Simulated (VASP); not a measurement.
# Cd (P6_3/mmc) in VASP: a series of runs

The runs below take Cd through single point, with PBEsol.

Program: VASP 6.6.1. These are calculated values, not measurements. Logs are shortened: lines on timing, memory, paths and dates and some standing lists are left out, and cuts for length are marked.

**1. The cell of the first run**

Symmetry: P6_3/mmc, No. 194, hexagonal system. Conventional cell: a = 2.890 Å, b = 2.890 Å, c = 4.891 Å, α = 90.00°, β = 90.00°, γ = 120.00°. Cd (site symmetry -6m2) has 12 Cd at 2.89 to 2.96 Å within 3.8 Å.

**2. Single point, PBEsol**

File INCAR:

```
SYSTEM = Cd
PREC = Accurate
ENCUT = 500
EDIFF = 1E-6
ISMEAR = -1
SIGMA = 0.1
LREAL = .False.
LASPH = .True.
NELM = 120
ALGO = Normal
ISIF = 2
LWAVE = .False.
LCHARG = .False.
GGA = PS
NBANDS = 19
GGA_COMPAT = .False.
```

File KPOINTS:

```
regular mesh
0
Gamma
  18 18 8
  0 0 0
```

File POSCAR:

```
Cd
1.0
    2.8899358599      0.0000000000      0.0000000000
   -1.4449679300      2.5027578700      0.0000000000
    0.0000000000      0.0000000000      4.8907587813
Cd
2
Direct
    0.3333333333      0.6666666667      0.2500000000
    0.6666666667      0.3333333333      0.7500000000
```

Potentials or basis: VASP PAW PBE potentials, release 64 (Cd).

On the command line:

```sh
> cat potpaw_PBE.64/Cd/POTCAR > POTCAR
> mpirun -np 1 vasp_std > vasp.out
```

OUTCAR:

```text
SYSTEM = Cd
   PREC = Accurate
   ENCUT = 500
   EDIFF = 1E-6
   ISMEAR = -1
   LREAL = .False.
   LASPH = .True.
   NELM = 120
   ISIF = 2
   GGA = PS

 ion  position               nearest neighbor table
   1  0.333  0.667  0.250-   2 2.96   2 2.96   2 2.96   2 2.96   2 2.96   2 2.96
   2  0.667  0.333  0.750-   1 2.96   1 2.96   1 2.96   1 2.96   1 2.96   1 2.96

  LATTYP: Found a hexagonal cell.
 ALAT       =     2.8899358599
 C/A-ratio  =     1.6923416361

  Lattice vectors:

 A1 = (   2.8899358599,   0.0000000000,   0.0000000000)
 A2 = (  -1.4449679300,   2.5027578700,   0.0000000000)
 A3 = (   0.0000000000,   0.0000000000,   4.8907587813)

Analysis of symmetry for initial positions (statically):
=====================================================================
 Subroutine PRICEL returns:
 Original cell was already a primitive cell.

 Routine SETGRP: Setting up the symmetry group for a
 hexagonal supercell.

 Subroutine GETGRP returns: Found 24 space group operations
 (whereof 12 operations were pure point group operations)
 out of a pool of 24 trial point group operations.

The static configuration has the point symmetry D_3d.
 The point group associated with its full space group is D_6h.

Analysis of symmetry for dynamics (positions and initial velocities):
=====================================================================
 Subroutine PRICEL returns:
 Original cell was already a primitive cell.

 Routine SETGRP: Setting up the symmetry group for a
 hexagonal supercell.

 Subroutine GETGRP returns: Found 24 space group operations
 (whereof 12 operations were pure point group operations)
 out of a pool of 24 trial point group operations.

The dynamic configuration has the point symmetry D_3d.
 The point group associated with its full space group is D_6h.

 Subroutine INISYM returns: Found 24 space group operations
 (whereof 12 operations are pure point group operations),
 and found     1 'primitive' translations

----------------------------------------------------------------------------------------

                                     Primitive cell

  volume of cell :      35.3739

  direct lattice vectors                    reciprocal lattice vectors
     2.889935860  0.000000000  0.000000000     0.346028441  0.199779614  0.000000000
    -1.444967930  2.502757870  0.000000000     0.000000000  0.399559227  0.000000000
     0.000000000  0.000000000  4.890758781     0.000000000  0.000000000  0.204467250

  length of vectors
     2.889935860  2.889935860  4.890758781     0.399559227  0.399559227  0.204467250

  position of ions in fractional coordinates (direct lattice)
     0.333333333  0.666666667  0.250000000
     0.666666667  0.333333333  0.750000000

  ion indices of the primitive-cell ions
   primitive index   ion index
                 1           1
                 2           2

----------------------------------------------------------------------------------------

 KPOINTS: regular mesh

Automatic generation of k-mesh.
 Grid dimensions read from file:
 generate k-points for:   18   18    8

 Generating k-lattice:

  Cartesian coordinates                     Fractional coordinates (reciprocal lattice)
     0.019223802  0.011098867  0.000000000     0.055555556  0.000000000  0.000000000
     0.000000000  0.022197735  0.000000000     0.000000000  0.055555556  0.000000000
     0.000000000  0.000000000  0.025558406     0.000000000  0.000000000  0.125000000

  Length of vectors
     0.022197735  0.022197735  0.025558406

  Shift w.r.t. Gamma in fractional coordinates (k-lattice)
     0.000000000  0.000000000  0.000000000

 Subroutine IBZKPT returns following result:
 ===========================================

 Found    185 irreducible k-points:

 Following reciprocal coordinates:
            Coordinates               Weight
  0.000000  0.000000  0.000000      1.000000
  0.055556 -0.000000  0.000000      6.000000
  0.111111 -0.000000  0.000000      6.000000
  0.166667 -0.000000  0.000000      6.000000
  0.222222  0.000000  0.000000      6.000000
  0.277778 -0.000000  0.000000      6.000000
[... 16 lines left out ...]
  0.333333  0.111111  0.000000     12.000000
  0.388889  0.111111  0.000000     12.000000
 [... further k-points ...]
   k-points           NKPTS =    185   k-points in BZ     NKDIM =    185   number of bands    NBANDS=     19
   number of dos      NEDOS =    301   number of ions     NIONS =      2
   total plane-waves  NPLWV =  20736
   dimension x,y,z NGX =    24 NGY =   24 NGZ =   36
   dimension x,y,z NGXF=    48 NGYF=   48 NGZF=   72
   ions per type =               2
   NGX,Y,Z   is equivalent  to a cutoff of  13.81, 13.81, 12.24 a.u.
   NGXF,Y,Z  is equivalent  to a cutoff of  27.61, 27.61, 24.47 a.u.
 SYSTEM =  Cd
   PREC   = accura    normal or accurate (medium, high low for compatibility)
   ISTART =      0    job   : 0-new  1-cont  2-samecut
   ICHARG =      2    charge: 1-file 2-atom 10-const
   ISPIN  =      1    spin polarized calculation?
   LNONCOLLINEAR =      F non collinear calculations
   LSORBIT =      F    spin-orbit coupling
   LASPH  =      T    aspherical Exc in radial PAW
   ENCUT  =  500.0 eV  36.75 Ry    6.06 a.u.   5.27  5.27  8.92*2*pi/ulx,y,z
   NELM   =    120;   NELMIN=  2; NELMDL= -5     # of ELM steps
   EDIFF  = 0.1E-05   stopping-criterion for ELM
   LREAL  =      F    real-space projection
   EDIFFG = 0.1E-04   stopping-criterion for IOM
   NSW    =      0    number of steps for IOM
   IBRION =     -1    ionic relax: 0-MD 1-quasi-New 2-CG
   NFREE  =      0    steps in history (QN), initial steepest desc. (CG)
   ISIF   =      2    stress and relaxation
   ISYM   =      2    0-nonsym 1-usesym 2-fastsym
   POTIM  = 0.5000    time-step for ionic-motion
   TEBEG  =    0.0;   TEEND  =   0.0 temperature during run
   PSTRESS=    0.0 pullay stress
   NELECT =      24.0000    total number of electrons
   NUPDOWN=      -1.0000    fix difference up-down
   EMIN   =  10.00;   EMAX   =-10.00  energy-range for DOS
   EFERMI =   0.00;   METHOD = LEGACY
   ISMEAR =    -1;   SIGMA  =   0.10  broadening in eV -4-tet -1-fermi 0-gaus
   EFERMI_NEDOS =   21; number of points for ismear=-14 and -15
   IALGO  =     38    algorithm
   IMIX   =      4    mixing-type and parameters
     AMIX     =   0.40;   BMIX     =  1.00
     AMIX_MAG =   1.60;   BMIX_MAG =  1.00
  volume/ion in A,a.u.               =      17.69       119.36
  Fermi-wavevector in a.u.,A,eV,Ry     =   1.438525  2.718419 28.155282  2.069355
  Thomas-Fermi vector in A             =   2.557482
   LORBIT       =      0    0 simple, 1 ext, 2 COOP (PROOUT), +10 PAW based schemes
   GGA     = PS    functional components
   LHFCALC =     F    Hartree Fock is set to
   AEXX    =    0.0000 exact exchange contribution
   IVDW    =     0    specifies the selected vdW correction
   LEPSILON=     F    determine dielectric tensor
   LRPA    =     F    only Hartree local field effects (RPA)
 non-spin polarized calculation
  energy-cutoff  :      500.00
  volume of cell :       35.37
 maximum number of plane-waves:       912
 NGX is ok and might be reduce to    24
   NGX = 11   NGY = 11   NGZ = 17

 number of electron      23.9999986 magnetization

 Free energy of the ion-electron system (eV)
  ---------------------------------------------------
  ext. energy  EPLUGINS =         0.00000000
  ---------------------------------------------------
  free energy    TOTEN  =        -2.13083163 eV

  energy without entropy =       -2.11699788  energy(sigma->0) =       -2.12391475

 E-fermi :   4.6067     XC(G=0): -12.3294

 val. band max:        4.5936548860   @ k =   0.2778   0.0556   0.0000
 cond. band min:       4.6170177887   @ k =   0.3333   0.3333   0.3750
 fundamental gap:      0.0233629027
 Fermi energy:         4.6066911477

 k-point     1 :       0.0000    0.0000    0.0000
  band No.  band energies     occupation
      1      -6.3364      2.00000
      2      -6.1933      2.00000
      3      -5.5288      2.00000
      4      -5.3560      2.00000
      5      -5.3560      2.00000
      6      -5.2221      2.00000
[... 11 lines left out ...]
     18      20.5311      0.00000
     19      21.5518      0.00000

 k-point     2 :       0.0556   -0.0000    0.0000
  band No.  band energies     occupation
      1      -6.2989      2.00000
      2      -6.1078      2.00000
      3      -5.5367      2.00000
      4      -5.3474      2.00000
      5      -5.3206      2.00000
      6      -5.2325      2.00000
[... 11 lines left out ...]
     18      20.9310      0.00000
     19      22.3714      0.00000

 k-point     3 :       0.1111   -0.0000    0.0000
  band No.  band energies     occupation
      1      -6.2012      2.00000
      2      -5.8790      2.00000
      3      -5.5620      2.00000
      4      -5.3167      2.00000
      5      -5.2254      2.00000
      6      -5.2175      2.00000
[... 11 lines left out ...]
     18      21.2637      0.00000
     19      21.3508      0.00000

 k-point     4 :       0.1667   -0.0000    0.0000
  band No.  band energies     occupation
      1      -6.0996      2.00000
      2      -5.6996      2.00000
      3      -5.5381      2.00000
      4      -5.2719      2.00000
      5      -5.1474      2.00000
      6      -5.0559      2.00000
[... 11 lines left out ...]
     18      20.1366      0.00000
     19      20.2480      0.00000

 k-point     5 :       0.2222    0.0000    0.0000
  band No.  band energies     occupation
      1      -6.0880      2.00000
      2      -5.7199      2.00000
      3      -5.4451      2.00000
      4      -5.3726      2.00000
      5      -5.1471      2.00000
      6      -5.0752      2.00000
[... 11 lines left out ...]
     18      18.4596      0.00000
     19      20.2788      0.00000
[... 334 lines left out ...]
      2      -5.7380      2.00000
      3      -5.6326      2.00000
      4      -5.3259      2.00000
      5      -5.2674      2.00000
      6      -5.0401      2.00000
[... 11 lines left out ...]
     18      18.0030      0.00000
     19      18.5974      0.00000

 k-point    22 :       0.2778    0.1111    0.0000
  band No.  band energies     occupation
      1      -6.1351      2.00000
      2      -5.8286      2.00000
      3      -5.7947      2.00000
      4      -5.3150      2.00000
      5      -5.2042      2.00000
      6      -4.9846      2.00000
[... 11 lines left out ...]
     18      17.4759      0.00000
     19      17.9264      0.00000

 k-point    23 :       0.3333    0.1111    0.0000
  band No.  band energies     occupation
      1      -6.2288      2.00000
      2      -5.9777      2.00000
      3      -5.8627      2.00000
      4      -5.3410      2.00000
      5      -5.0883      2.00000
      6      -5.0736      2.00000
[... 11 lines left out ...]
     18      17.0950      0.00000
     19      17.4002      0.00000

 k-point    24 :       0.3889    0.1111    0.0000
  band No.  band energies     occupation
      1      -6.2908      2.00000
      2      -6.0703      2.00000
      3      -5.9117      2.00000
      4      -5.3482      2.00000
      5      -5.1400      2.00000
      6      -5.0140      2.00000
[... 11 lines left out ...]
     18      16.8643      0.00000
     19      17.0650      0.00000

 [... further k-points ...]
[... 5 lines left out ...]
  --------------------------------------------------------------------------------------
  -------------------------------------------------------------------------------------
  Total        3.5131312      3.5131312      3.4664904     -0.0000000     -0.0000000      0.0000000
  in kB      159.1188613    159.1188613    157.0063808     -0.0000000     -0.0000000      0.0000000
  external PRESSURE =     158.4147011 kB  Pullay stress =       0.0000000 kB

 VOLUME and BASIS-vectors are now :
 -----------------------------------------------------------------------------
  energy-cutoff  :      500.00
  volume of cell :       35.37
      direct lattice vectors                 reciprocal lattice vectors
     2.889935860  0.000000000  0.000000000     0.346028441  0.199779614  0.000000000
    -1.444967930  2.502757870  0.000000000     0.000000000  0.399559227  0.000000000
     0.000000000  0.000000000  4.890758781     0.000000000  0.000000000  0.204467250

 POSITION                                       TOTAL-FORCE (eV/Angst)
 -----------------------------------------------------------------------------------
     -0.00000      1.66851      1.22269         0.000000      0.000000      0.000000
      1.44497      0.83425      3.66807        -0.000000     -0.000000      0.000000
 -----------------------------------------------------------------------------------
    total drift:                               -0.000000      0.000000      0.000000

  FREE ENERGIE OF THE ION-ELECTRON SYSTEM (eV)
  ---------------------------------------------------
  free  energy   TOTEN  =        -2.1308316251 eV

  energy  without entropy=       -2.1169978806  energy(sigma->0) =       -2.12391475
```

Run time: 44 s. Hardware: 1 thread of Intel Xeon 6975P-C (Granite Rapids), shared host; peak memory 0.22 GiB.

Results:

* Free energy: -2.1308 eV
* Pressure: 15.8 GPa
* Band gap on the k mesh: zero (bands 12 and 13 overlap by 2.90 eV)

Levels at points of the mesh, in eV from the Fermi level:
| k point | band 10 | band 11 | band 12 | band 13 | band 14 | band 15 |
| --- | --- | --- | --- | --- | --- | --- |
| (0.00, 0.00, 0.00) | -8.84 | -8.84 | -3.74 | -1.64 | 14.01 | 14.64 |
| (0.50, 0.00, 0.00) | -8.60 | -3.52 | -2.64 | 2.83 | 3.17 | 4.72 |
| (0.00, 0.00, 0.50) | -9.06 | -8.63 | -8.63 | 6.27 | 6.27 | 14.40 |
| (0.50, 0.00, 0.50) | -8.63 | -2.55 | -2.55 | 0.07 | 0.07 | 10.15 |

Caveat: the cell stands under pressure; the PAW data sets were made with another functional, which shifts forces and pressure a little.

(Part 1 of 2 ends here.)
